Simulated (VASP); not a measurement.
C, 2 atoms in the cell. It takes space group Fmmm (No. 69, orthorhombic). The conventional cell has a = 2.453 Å, b = 4.241 Å, c = 6.040 Å, α = 90.00°, β = 90.00°, γ = 90.00°. Within 1.9 Å of C (site symmetry m2m) lie 3 C at 1.41 to 1.42 Å. 

```yaml
Program: VASP 6.6.1
Task: single point
Functional: PBE
Dispersion: D3(BJ)
Potentials_or_basis: VASP PAW PBE potentials, release 64 (C)
Cutoff: 520 eV
k_mesh: 18 × 18 × 18
Occupations: gaussian, width 0.02 eV
Spin: no spin polarisation
Dipole_correction: no
Further_INCAR_settings: ALGO = Normal; EDIFF = 1e-06; NBANDS = 11
```

Potentials or basis: VASP PAW PBE potentials, release 64 (C).

Launch:

```bash
$ cat potpaw_PBE.64/C/POTCAR > POTCAR
$ mpirun -np 1 vasp_std > vasp.out
```

Hardware: 1 thread of Intel(R) Xeon(R) 6975P-C (Granite Rapids), on a shared host.

Q: Estimate the wall time of this run.

A: It took 73 s on 1 thread of Intel(R) Xeon(R) 6975P-C (Granite Rapids) (shared host), peak memory 0.24 GiB. Counts: scf iterations 12, k points 865.
